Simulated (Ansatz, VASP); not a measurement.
HfO2 in VASP and in Ansatz

```
Hf O
1.0
     0.00000    2.57444    2.57444
     2.57444    0.00000    2.57444
     2.57444    2.57444    0.00000
Hf O
1 2
Direct
  0.00000 0.00000 0.00000
  0.25000 0.25000 0.25000
  0.75000 0.75000 0.75000
```

Change from the starting cell: volume scaled by 1.02, ions relaxed.

Alike in both runs: functional PBE; k mesh 10 × 10 × 10; occupations fermi-dirac, width 0.02 eV; no spin polarisation.

Ansatz relaxed the structure, and its values are those at the end. VASP's run is a single point on that final structure, the one shown.

|  | VASP | Ansatz |
| --- | --- | --- |
| version | VASP 6.6.1 | Ansatz 0.2.0 |
| potentials or method | VASP PAW PBE potentials, release 64 (Hf_pv, O) | plane-wave PAW, scalar-relativistic |
| plane-wave cutoff (eV) | 520 | 420 |
| valence electrons in the cell | 22 | 38 |

Ansatz gave:

```
gap on the k mesh at the Fermi level (eV) : 3.67
pressure (GPa)                            : -6.9
```

What did VASP give for the same quantities?

gap on the k mesh at the Fermi level (eV): 3.68; pressure (GPa): -10.3.

With one functional, cell and mesh, what is left measures potentials, basis and numerics. VASP's potentials hold 22 valence electrons a cell and Ansatz's 38, so a difference there can come from the potentials and not from the codes. Ansatz's warnings: stress scf threshold loose.

Neither program's run includes spin-orbit coupling.
